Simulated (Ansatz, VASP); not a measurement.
## Hf3Br2: VASP beside Ansatz

```
Hf Br
1.0
     4.43995    0.00000    0.00000
    -2.21998    3.84511    0.00000
     0.00000    0.00000    6.79665
Hf Br
3 2
Direct
  0.00000 0.00000 0.00000
  0.33333 0.66667 0.65955
  0.66667 0.33333 0.34045
  0.33333 0.66667 0.25625
  0.66667 0.33333 0.74375
```

Alike in both runs: functional PBE; k mesh 12 × 12 × 6; occupations gaussian, width 0.1 eV; no spin polarisation.

Ansatz relaxed the structure, and its values are those at the end. VASP's run is a single point on that final structure, the one shown.

|  | VASP | Ansatz |
| --- | --- | --- |
| version | VASP 6.6.1 | Ansatz 0.2.0 |
| potentials or method | VASP PAW PBE potentials, release 64 (Hf_pv, Br), cutoff 520 eV | scalar-relativistic, plane waves, PAW |
| valence electrons in the cell | 44 | 92 |

Ansatz gave:

| Property | Result |
| --- | --- |
| gap on the k mesh at the Fermi level (eV) | none |
| pressure (GPa) | 0.0 |
| rms of the force components (eV/Å) | 0.002 |

Q: Estimate VASP's values.

A: gap on the k mesh at the Fermi level (eV): none; pressure (GPa): -0.4; rms of the force components (eV/Å): 0.005.

A gap of «none» marks a metal or a gap that the smearing closes. VASP's potentials hold 44 valence electrons a cell and Ansatz's 92, so a difference there can come from the potentials and not from the codes.

Spin-orbit coupling is off throughout.
